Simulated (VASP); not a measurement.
# Re (P6_3/mmc) in VASP: further runs

Re is run at these levels: PBEsol; tasks: single point.

All numbers are computed with VASP 6.6.1; they aren't measurements. Logs are shortened: lines on timing, memory, paths and dates and some standing lists are left out, and cuts for length are marked.

## 1. The cell of the first run

It takes space group P6_3/mmc (No. 194, hexagonal). Conventional cell: a = 2.717 Å, b = 2.717 Å, c = 4.363 Å, α = 90.00°, β = 90.00°, γ = 120.00°. Within 3.5 Å of Re (site symmetry -6m2) lie 12 Re at 2.69 to 2.72 Å.

## 2. Single point, PBEsol

File INCAR:

```
SYSTEM = Re
PREC = Accurate
ENCUT = 520
EDIFF = 1E-6
ISMEAR = -1
SIGMA = 0.3
LREAL = .FALSE.
LASPH = .TRUE.
NELM = 60
ALGO = Normal
ISIF = 2
LWAVE = .FALSE.
LCHARG = .FALSE.
GGA = PS
NBANDS = 14
```

File KPOINTS:

```
Automatic mesh
0
G
  9 9 5
  0 0 0
```

File POSCAR:

```
Re
1.0
    2.7171749282      0.0000000000      0.0000000000
   -1.3585874641      2.3531425143      0.0000000000
    0.0000000000      0.0000000000      4.3630180168
Re
2
Direct
    0.3333333333      0.6666666667      0.2500000000
    0.6666666667      0.3333333333      0.7500000000
```

Potentials or basis: VASP PAW PBE potentials, release 64 (Re).

Launch:

```console
$ cat potpaw_PBE.64/Re/POTCAR > POTCAR
$ mpirun -np 1 vasp_std > vasp.out
```

OUTCAR:

```text
SYSTEM = Re
   PREC = Accurate
   ENCUT = 520
   EDIFF = 1E-6
   ISMEAR = -1
   LREAL = .FALSE.
   LASPH = .TRUE.
   NELM = 60
   ISIF = 2
   GGA = PS

 ion  position               nearest neighbor table
   1  0.333  0.667  0.250-   2 2.69   2 2.69   2 2.69   2 2.69   2 2.69   2 2.69
   2  0.667  0.333  0.750-   1 2.69   1 2.69   1 2.69   1 2.69   1 2.69   1 2.69

  LATTYP: Found a hexagonal cell.
 ALAT       =     2.7171749282
 C/A-ratio  =     1.6057184878

  Lattice vectors:

 A1 = (   2.7171749282,   0.0000000000,   0.0000000000)
 A2 = (  -1.3585874641,   2.3531425143,   0.0000000000)
 A3 = (   0.0000000000,   0.0000000000,   4.3630180168)

Analysis of symmetry for initial positions (statically):
=====================================================================
 Subroutine PRICEL returns:
 Original cell was already a primitive cell.

 Routine SETGRP: Setting up the symmetry group for a
 hexagonal supercell.

 Subroutine GETGRP returns: Found 24 space group operations
 (whereof 12 operations were pure point group operations)
 out of a pool of 24 trial point group operations.

The static configuration has the point symmetry D_3d.
 The point group associated with its full space group is D_6h.

Analysis of symmetry for dynamics (positions and initial velocities):
=====================================================================
 Subroutine PRICEL returns:
 Original cell was already a primitive cell.

 Routine SETGRP: Setting up the symmetry group for a
 hexagonal supercell.

 Subroutine GETGRP returns: Found 24 space group operations
 (whereof 12 operations were pure point group operations)
 out of a pool of 24 trial point group operations.

The dynamic configuration has the point symmetry D_3d.
 The point group associated with its full space group is D_6h.

 Subroutine INISYM returns: Found 24 space group operations
 (whereof 12 operations are pure point group operations),
 and found     1 'primitive' translations

----------------------------------------------------------------------------------------

                                     Primitive cell

  volume of cell :      27.8967

  direct lattice vectors                    reciprocal lattice vectors
     2.717174928  0.000000000  0.000000000     0.368029305  0.212481818  0.000000000
    -1.358587464  2.353142514  0.000000000     0.000000000  0.424963636  0.000000000
[... 87 lines left out ...]
   EDIFFG = 0.1E-04   stopping-criterion for IOM
   NSW    =      0    number of steps for IOM
   IBRION =     -1    ionic relax: 0-MD 1-quasi-New 2-CG
   NFREE  =      0    steps in history (QN), initial steepest desc. (CG)
   ISIF   =      2    stress and relaxation
   ISYM   =      2    0-nonsym 1-usesym 2-fastsym
   POTIM  = 0.5000    time-step for ionic-motion
   TEBEG  =    0.0;   TEEND  =   0.0 temperature during run
   PSTRESS=    0.0 pullay stress
   NELECT =      14.0000    total number of electrons
   NUPDOWN=      -1.0000    fix difference up-down
   EMIN   =  10.00;   EMAX   =-10.00  energy-range for DOS
   EFERMI =   0.00;   METHOD = LEGACY
   ISMEAR =    -1;   SIGMA  =   0.30  broadening in eV -4-tet -1-fermi 0-gaus
   EFERMI_NEDOS =   21; number of points for ismear=-14 and -15
   IALGO  =     38    algorithm
   IMIX   =      4    mixing-type and parameters
     AMIX     =   0.40;   BMIX     =  1.00
     AMIX_MAG =   1.60;   BMIX_MAG =  1.00
  volume/ion in A,a.u.               =      13.95        94.13
  Fermi-wavevector in a.u.,A,eV,Ry     =   1.300968  2.458473 23.028097  1.692517
  Thomas-Fermi vector in A             =   2.432132
   LORBIT       =      0    0 simple, 1 ext, 2 COOP (PROOUT), +10 PAW based schemes
   GGA     = PS    functional components
   LHFCALC =     F    Hartree Fock is set to
   AEXX    =    0.0000 exact exchange contribution
   IVDW    =     0    specifies the selected vdW correction
   LEPSILON=     F    determine dielectric tensor
   LRPA    =     F    only Hartree local field effects (RPA)
 non-spin polarized calculation
  energy-cutoff  :      520.00
  volume of cell :       27.90
 maximum number of plane-waves:       768
   NGX = 11   NGY = 11   NGZ = 17

 number of electron      14.0000000 magnetization

 Free energy of the ion-electron system (eV)
  ---------------------------------------------------
  ext. energy  EPLUGINS =         0.00000000
  ---------------------------------------------------
  free energy    TOTEN  =       -26.90221478 eV

  energy without entropy =      -26.42049214  energy(sigma->0) =      -26.66135346

 E-fermi :   8.4641     XC(G=0): -14.1116

 val. band max:        8.4135243782   @ k =   0.3333   0.1111   0.4000
 cond. band min:       8.4689821519   @ k =   0.1111   0.0000   0.0000
 fundamental gap:      0.0554577736
 Fermi energy:         8.4640956430

 k-point     1 :       0.0000    0.0000    0.0000
  band No.  band energies     occupation
      1      -1.8763      2.00000
      2       1.3520      2.00000
      3       6.6473      1.99532
      4       6.6473      1.99532
      5       6.7465      1.99350
      6       7.5817      1.89971
      7       7.5817      1.89971
      8       8.5328      0.88593
      9       8.5328      0.88593
     10       9.2029      0.15704
     11      12.0212      0.00001
     12      12.0212      0.00001
     13      19.1867      0.00000
     14      22.5937      0.00000
[... 377 lines left out ...]
      1       3.0720      2.00000
      2       3.8926      2.00000
      3       3.8926      2.00000
      4       4.8107      1.99999
      5       6.1206      1.99919
      6       6.1206      1.99919
      7       8.2774      1.30143
      8      10.8938      0.00061
      9      11.9073      0.00002
     10      11.9073      0.00002
     11      15.9119      0.00000
     12      15.9119      0.00000
     13      18.7321      0.00000
     14      23.0967      0.00000

 [... further k-points ...]
[... 5 lines left out ...]
  --------------------------------------------------------------------------------------
  -------------------------------------------------------------------------------------
  Total        3.5851511      3.5851511      3.5614932     -0.0000000      0.0000000      0.0000000
  in kB      205.9042016    205.9042016    204.5454685     -0.0000000      0.0000000      0.0000000
  external PRESSURE =     205.4512905 kB  Pullay stress =       0.0000000 kB

 VOLUME and BASIS-vectors are now :
 -----------------------------------------------------------------------------
  energy-cutoff  :      520.00
  volume of cell :       27.90
      direct lattice vectors                 reciprocal lattice vectors
     2.717174928  0.000000000  0.000000000     0.368029305  0.212481818  0.000000000
    -1.358587464  2.353142514  0.000000000     0.000000000  0.424963636  0.000000000
     0.000000000  0.000000000  4.363018017     0.000000000  0.000000000  0.229199145

 POSITION                                       TOTAL-FORCE (eV/Angst)
 -----------------------------------------------------------------------------------
     -0.00000      1.56876      1.09075        -0.000000     -0.000000      0.000000
      1.35859      0.78438      3.27226         0.000000      0.000000      0.000000
 -----------------------------------------------------------------------------------
    total drift:                               -0.000000      0.000000     -0.000000

  FREE ENERGIE OF THE ION-ELECTRON SYSTEM (eV)
  ---------------------------------------------------
  free  energy   TOTEN  =       -26.9022147775 eV

  energy  without entropy=      -26.4204921420  energy(sigma->0) =      -26.66135346
```

stdout:

```text
POSCAR found type information on POSCAR Re
 POSCAR found :  1 types and       2 ions
 scaLAPACK will be used
 -----------------------------------------------------------------------------
|                                                                             |
|                                                                             |
|     You enforced a specific xc type in the INCAR file but a different       |
|     I HOPE YOU KNOW WHAT YOU ARE DOING!                                     |
|                                                                             |
 -----------------------------------------------------------------------------

 LDA part: xc-table for (Slater+PW92), standard interpolation
 POSCAR, INCAR and KPOINTS ok, starting setup
 FFT: planning ... GRIDC
 FFT: planning ... GRID_SOFT
 FFT: planning ... GRID
 WAVECAR not read
 entering main loop
```

Run time: 9.2 s. Hardware: 1 thread of Intel Xeon Platinum 8375C at 2.90GHz (Ice Lake), shared host; peak memory 0.14 GiB.

Results:

```yaml
Free_energy: -26.9022 eV
Pressure: 20.5 GPa
Band_gap_on_the_k_mesh: zero (band 7 reaches 9.76 eV, above the bottom of band 8 at 6.71 eV)
```

Caveat: the PAW data sets were made with another functional, which shifts forces and pressure a little; spin-orbit coupling is left out, which moves the levels of the heavy elements.

## 3. Single point, PBEsol

This run uses another cell than the first one, of 14.62 Å³/atom, 1.048 times its volume.

File INCAR:

```
SYSTEM = Re
ALGO = Normal
EDIFF = 1E-7
ENCUT = 520
GGA = PS
ISIF = 2
ISMEAR = -1
LASPH = .True.
LCHARG = .False.
LREAL = .False.
LWAVE = .False.
NBANDS = 14
NELM = 100
PREC = Accurate
SIGMA = 0.3
```

File KPOINTS:

```
k-points
0
Gamma
  9 9 5
  0 0 0
```

File POSCAR:

```
Re
1.0
    2.7606886582      0.0000000000      0.0000000000
   -1.3803443291      2.3908265099      0.0000000000
    0.0000000000      0.0000000000      4.4299516531
Re
2
Direct
    0.3333333333      0.6666666667      0.2500000000
    0.6666666667      0.3333333333      0.7500000000
```

Potentials or basis: VASP PAW PBE potentials, release 64 (Re).

Launch:

```console
$ cat potpaw_PBE.64/Re/POTCAR > POTCAR
$ mpirun -np 1 vasp_std > vasp.out
```

OUTCAR:

```text
SYSTEM = Re
   EDIFF = 1E-7
   ENCUT = 520
   GGA = PS
   ISIF = 2
   ISMEAR = -1
   LASPH = .True.
   LREAL = .False.
   NELM = 100
   PREC = Accurate

 ion  position               nearest neighbor table
   1  0.333  0.667  0.250-   2 2.73   2 2.73   2 2.73   2 2.73   2 2.73   2 2.73
   2  0.667  0.333  0.750-   1 2.73   1 2.73   1 2.73   1 2.73   1 2.73   1 2.73

  LATTYP: Found a hexagonal cell.
 ALAT       =     2.7606886582
 C/A-ratio  =     1.6046545633

  Lattice vectors:

 A1 = (   2.7606886582,   0.0000000000,   0.0000000000)
 A2 = (  -1.3803443291,   2.3908265099,   0.0000000000)
 A3 = (   0.0000000000,   0.0000000000,   4.4299516531)

Analysis of symmetry for initial positions (statically):
=====================================================================
 Subroutine PRICEL returns:
 Original cell was already a primitive cell.

 Routine SETGRP: Setting up the symmetry group for a
 hexagonal supercell.

 Subroutine GETGRP returns: Found 24 space group operations
 (whereof 12 operations were pure point group operations)
 out of a pool of 24 trial point group operations.

The static configuration has the point symmetry D_3d.
 The point group associated with its full space group is D_6h.

Analysis of symmetry for dynamics (positions and initial velocities):
=====================================================================
 Subroutine PRICEL returns:
 Original cell was already a primitive cell.

 Routine SETGRP: Setting up the symmetry group for a
 hexagonal supercell.

 Subroutine GETGRP returns: Found 24 space group operations
 (whereof 12 operations were pure point group operations)
 out of a pool of 24 trial point group operations.

The dynamic configuration has the point symmetry D_3d.
 The point group associated with its full space group is D_6h.

 Subroutine INISYM returns: Found 24 space group operations
 (whereof 12 operations are pure point group operations),
 and found     1 'primitive' translations

----------------------------------------------------------------------------------------
[... 118 lines left out ...]
   GGA     = PS    functional components
   LHFCALC =     F    Hartree Fock is set to
   AEXX    =    0.0000 exact exchange contribution
   IVDW    =     0    specifies the selected vdW correction
   LEPSILON=     F    determine dielectric tensor
   LRPA    =     F    only Hartree local field effects (RPA)
 non-spin polarized calculation
  energy-cutoff  :      520.00
  volume of cell :       29.24
 maximum number of plane-waves:       799
 NGX is ok and might be reduce to    24
   NGX = 11   NGY = 11   NGZ = 17

 number of electron      14.0000000 magnetization

 Free energy of the ion-electron system (eV)
  ---------------------------------------------------
  ext. energy  EPLUGINS =         0.00000000
  ---------------------------------------------------
  free energy    TOTEN  =       -26.98588649 eV

  energy without entropy =      -26.47505173  energy(sigma->0) =      -26.73046911

 E-fermi :   7.8698     XC(G=0): -13.8530

 val. band max:        7.8515708423   @ k =   0.1111   0.0000   0.0000
 cond. band min:       7.9363848015   @ k =   0.0000   0.0000   0.0000
 fundamental gap:      0.0848139592
 Fermi energy:         7.8697587774

 k-point     1 :       0.0000    0.0000    0.0000
  band No.  band energies     occupation
      1      -2.1459      2.00000
      2       1.1178      2.00000
      3       6.1851      1.99274
      4       6.1851      1.99274
      5       6.2825      1.98997
      6       7.0530      1.87668
      7       7.0530      1.87668
      8       7.9364      0.88941
      9       7.9364      0.88941
     10       8.4974      0.21971
     11      11.2057      0.00003
     12      11.2057      0.00003
     13      17.9586      0.00000
     14      21.9368      0.00000
[... 377 lines left out ...]
      1       2.8358      2.00000
      2       3.5239      2.00000
      3       3.5239      2.00000
      4       4.3965      1.99998
      5       5.6404      1.99882
      6       5.6404      1.99882
      7       7.6938      1.28508
      8      10.1664      0.00095
      9      11.0908      0.00004
     10      11.0908      0.00004
     11      14.8970      0.00000
     12      14.8970      0.00000
     13      17.5706      0.00000
     14      21.7134      0.00000

 [... further k-points ...]
[... 5 lines left out ...]
  --------------------------------------------------------------------------------------
  -------------------------------------------------------------------------------------
  Total        0.0150499      0.0150499     -0.0098164     -0.0000000      0.0000000      0.0000000
  in kB        0.8246668      0.8246668     -0.5378955     -0.0000000      0.0000000      0.0000000
  external PRESSURE =       0.3704794 kB  Pullay stress =       0.0000000 kB

 VOLUME and BASIS-vectors are now :
 -----------------------------------------------------------------------------
  energy-cutoff  :      520.00
  volume of cell :       29.24
      direct lattice vectors                 reciprocal lattice vectors
     2.760688658  0.000000000  0.000000000     0.362228460  0.209132699  0.000000000
    -1.380344329  2.390826510  0.000000000     0.000000000  0.418265397  0.000000000
     0.000000000  0.000000000  4.429951653     0.000000000  0.000000000  0.225736098

 POSITION                                       TOTAL-FORCE (eV/Angst)
 -----------------------------------------------------------------------------------
     -0.00000      1.59388      1.10749        -0.000000     -0.000000      0.000000
      1.38034      0.79694      3.32246         0.000000      0.000000      0.000000
 -----------------------------------------------------------------------------------
    total drift:                               -0.000000      0.000000     -0.000000

  FREE ENERGIE OF THE ION-ELECTRON SYSTEM (eV)
  ---------------------------------------------------
  free  energy   TOTEN  =       -26.9858864851 eV

  energy  without entropy=      -26.4750517334  energy(sigma->0) =      -26.73046911
```

OSZICAR:

```text
N       E                     dE             d eps       ncg     rms          rms(c)
DAV:   1     0.190493937814E+02    0.19049E+02   -0.67446E+03  2008   0.124E+03
DAV:   2    -0.273784928441E+02   -0.46428E+02   -0.41415E+02  1642   0.291E+02
DAV:   3    -0.284670733447E+02   -0.10886E+01   -0.10575E+01  1552   0.444E+01
DAV:   4    -0.284790709513E+02   -0.11998E-01   -0.11981E-01  1584   0.324E+00
DAV:   5    -0.284793006951E+02   -0.22974E-03   -0.22973E-03  1566   0.804E-01    0.449E+01
DAV:   6    -0.273668191423E+02    0.11125E+01   -0.87367E-01  1776   0.252E+01    0.185E+01
DAV:   7    -0.269990916290E+02    0.36773E+00   -0.58833E-01  1792   0.201E+01    0.500E-01
DAV:   8    -0.269868722867E+02    0.12219E-01   -0.80847E-03  1620   0.782E-01    0.151E-01
DAV:   9    -0.269858880127E+02    0.98427E-03   -0.46907E-04  1788   0.209E-01    0.418E-02
DAV:  10    -0.269858856936E+02    0.23192E-05   -0.56061E-05  1676   0.930E-02    0.200E-02
DAV:  11    -0.269858867750E+02   -0.10814E-05   -0.69156E-07  1456   0.191E-02    0.176E-03
DAV:  12    -0.269858865108E+02    0.26418E-06   -0.25174E-07  1144   0.657E-03    0.875E-04
DAV:  13    -0.269858864851E+02    0.25681E-07   -0.14088E-08   786   0.328E-03
   1 F= -.26985886E+02 E0= -.26730469E+02  d E =-.510835E+00
```

stdout:

```text
POSCAR found type information on POSCAR Re
 POSCAR found :  1 types and       2 ions
 scaLAPACK will be used
 -----------------------------------------------------------------------------
|                                                                             |
|                                                                             |
|     You enforced a specific xc type in the INCAR file but a different       |
|     I HOPE YOU KNOW WHAT YOU ARE DOING!                                     |
|                                                                             |
 -----------------------------------------------------------------------------

 LDA part: xc-table for (Slater+PW92), standard interpolation
 POSCAR, INCAR and KPOINTS ok, starting setup
 FFT: planning ... GRIDC
 FFT: planning ... GRID_SOFT
 FFT: planning ... GRID
 WAVECAR not read
 entering main loop
```

Run time: 14 s. Hardware: 1 thread of Intel Xeon Platinum 8375C at 2.90GHz (Ice Lake), shared host; peak memory 0.16 GiB.

Results:

```yaml
Free_energy: -26.9859 eV
Pressure: 0.0 GPa
Band_gap_on_the_k_mesh: zero (band 7 reaches 9.03 eV, above the bottom of band 8 at 6.24 eV)
```

Caveat: the PAW data sets were made with another functional, which shifts forces and pressure a little; spin-orbit coupling is left out, which moves the levels of the heavy elements.

(Part 1 of 2 ends here.)
